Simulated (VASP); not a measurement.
Pd: single point with PBEsol

The system is Pd.

```xyz
2
Lattice="0.0000 2.0945 2.0945 2.0945 0.0000 2.0945 2.0945 2.0945 0.0000" Properties=species:S:1:pos:R:3 pbc="T T T"
Pd   -0.5236   -0.5236   -0.5236
Pd    0.5236    0.5236    0.5236
```

This cell differs from its parent crystal: volume scaled by 0.4.

```yaml
Program: VASP 6.6.1
Task: single point
Functional: PBEsol
Potentials_or_basis: VASP PAW PBE potentials, release 64 (Pd)
Cutoff: 520 eV
k_mesh: 12 × 12 × 12
Occupations: fermi-dirac, width 0.05 eV
Spin: no spin polarisation
Dipole_correction: no
Further_INCAR_settings: ALGO = Normal; EDIFF = 1e-06; NBANDS = 17
```

```yaml
Pressure: 580.7 GPa
Band_gap_on_the_k_mesh: zero (band 10 reaches 22.47 eV, above the bottom of band 11 at 20.85 eV)
```

Levels at points of the mesh, in eV from the Fermi level:
```csv
k point,band 8,band 9,band 10,band 11,band 12,band 13
"(0.00, 0.00, 0.00)",-5.15,-5.15,0.44,0.44,13.37,13.78
"(0.50, 0.00, 0.00)",-3.17,-2.98,-1.12,-1.12,3.11,11.21
"(0.50, 0.50, 0.00)",-4.27,-0.70,-0.70,3.05,3.05,6.47
```

Run time: 15 s on 1 thread of Intel(R) Xeon(R) Platinum 8259CL CPU @ 2.50GHz (Skylake/Cascade Lake), with other jobs on the host, peak memory 0.15 GiB.

Caveat: the PAW data sets were made with another functional, which shifts forces and pressure a little.
